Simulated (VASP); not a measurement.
A run of VASP 6.6.1 is set up as follows.

File INCAR:

```
SYSTEM = Cd7S6
  ALGO = Normal
  EDIFF = 1E-6
  ENCUT = 520
  GGA = PE
  ISIF = 2
  ISMEAR = 0
  LASPH = .TRUE.
  LCHARG = .FALSE.
  LREAL = .FALSE.
  LWAVE = .FALSE.
  NBANDS = 72
  NELM = 80
  PREC = Accurate
  SIGMA = 0.02
```

Contents of KPOINTS:

```
k-points
0
G
  2 2 2
  0 0 0
```

File POSCAR:

```
Cd7S6
1.0
    0.0000000000      0.0000000000      6.8307328177
   -6.2959774510     -3.6349842762      0.0000000000
    6.2959774511     -3.6349842761      0.0000000000
Cd S
7 6
Direct
    0.4930889686      0.3373883339      0.3373881751
    0.4930920430      1.0000014257      0.6626063164
    0.4930901398      0.6626171260      0.0000008710
    0.0220911876      0.3520114012      1.0000043509
    0.0220736199      0.9999957733      0.3519932937
    0.0220878204      0.6479847339      0.6479906107
   -0.0676502818     -0.0000009427     -0.0000125374
    0.8597951577      0.3583876067      0.3583822064
    0.8597977928      0.9999965439      0.6416053302
    0.8597961825      0.6416069860     -0.0000099879
    0.3850595639      0.3314636799      0.9999984757
    0.3850477057      1.0000016949      0.3314599105
    0.3850560504      0.6685406776      0.6685371832
```

Potentials or basis: VASP PAW PBE potentials, release 64 (Cd, S).

The run is started by

```bash
$ cat potpaw_PBE.64/Cd/POTCAR potpaw_PBE.64/S/POTCAR > POTCAR
$ mpirun -np 1 vasp_std > vasp.out
```

(1) Estimate the pressure.

(2) What does it give for the largest force?

(3) Predict the band gap on the k mesh.

Answers

(1) 7.4 GPa.

(2) 0.055 eV/Å.

(3) 0.19 eV.

Caveat: the k points lie up to 0.50 Å⁻¹ apart.
